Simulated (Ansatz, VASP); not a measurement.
## Two plane-wave programs on Ir

Contents of INCAR:

```
SYSTEM = Ir
PREC     = Accurate       ! precision mode
ENCUT    = 600            ! plane-wave cutoff, eV
EDIFF    = 1E-6           ! SCF threshold, eV
ISMEAR   = 0              ! smearing method
SIGMA    = 0.1            ! smearing width, eV
LREAL    = .False.        ! projectors in reciprocal space
LASPH    = .True.         ! aspherical terms in the spheres
NELM     = 100            ! most SCF steps
ALGO     = Fast           ! electronic algorithm
ISIF     = 3              ! what is computed and relaxed
LWAVE    = .False.        ! write WAVECAR
LCHARG   = .False.        ! write CHGCAR
GGA      = PS             ! functional
IBRION   = 2              ! ionic algorithm
NSW      = 80             ! ionic steps
EDIFFG   = -0.015         ! ionic threshold
```

Contents of KPOINTS:

```
regular mesh
0
Gamma
  12 12 6
  0 0 0
```

POSCAR

```
Ir
1.0
    4.3363662658      0.0000000000      0.0000000000
   -2.1681831329     -3.7554033463      0.0000000000
    0.0000000000      0.0000000000     -5.3354867401
Ir
6
Direct
    0.3333333333      0.6666666667      0.2500000000
    0.3333333333      0.6666666667      0.7500000000
    0.6666666667      0.3333333333      0.2500000000
    0.6666666667      0.3333333333      0.7500000000
    0.0000000000      0.0000000000      0.5000000000
    0.0000000000      0.0000000000      0.0000000000
```

Input for Ansatz:

```yaml
crystal:
  lattice:
    - [4.3363662658, 0.0, 0.0]
    - [-2.1681831329, -3.7554033463, 0.0]
    - [0.0, 0.0, -5.3354867401]
  atoms:
    - { symbol: Ir, position: [0.3333333333, 0.6666666667, 0.25] }
    - { symbol: Ir, position: [0.3333333333, 0.6666666667, 0.75] }
    - { symbol: Ir, position: [0.6666666667, 0.3333333333, 0.25] }
    - { symbol: Ir, position: [0.6666666667, 0.3333333333, 0.75] }
    - { symbol: Ir, position: [0.0, 0.0, 0.5] }
    - { symbol: Ir, position: [0.0, 0.0, 0.0] }
basis:
  ecutwfc: 420
kpoints:
  mp_grid: { grid: [12, 12, 6] }
hamiltonian:
  xc: pbesol
scf:
  occupations: { method: gaussian, width: 0.1 }
output:
  forces: true
  stress: true
  eigenvalues: true
relax:
  adjacent_minimum: "off"
  f_tol: 0.015
  max_steps: 60
  cell: { stress_tol: 0.15 }
```

Alike in both runs: task relaxation of cell and atoms; functional PBEsol; k mesh 12 × 12 × 6; occupations gaussian, width 0.1 eV; no spin polarisation.

```csv
,VASP,Ansatz
version,VASP 6.6.1,Ansatz 0.2.0
potentials or method,"VASP PAW PBE potentials, release 64 (Ir), cutoff 600 eV","scalar-relativistic, plane waves, PAW"
valence electrons in the cell,54,102
```

VASP gave:

- gap on the k mesh at the Fermi level, each at its own relaxed structure (eV): none
- relaxed volume (Å³/atom): 14.51
- relaxed cell length with the largest relative difference (Å): 4.338

Problem. What did Ansatz give for the same quantities?

Solution. gap on the k mesh at the Fermi level, each at its own relaxed structure (eV): none; relaxed volume (Å³/atom): 14.48; relaxed cell length with the largest relative difference (Å): 4.334.

VASP's potentials were made for PBE, not for PBEsol. A gap of «none» marks a metal or a gap that the smearing closes. VASP's potentials hold 54 valence electrons a cell and Ansatz's 102, so a difference there can come from the potentials and not from the codes.

Neither program's run includes spin-orbit coupling.
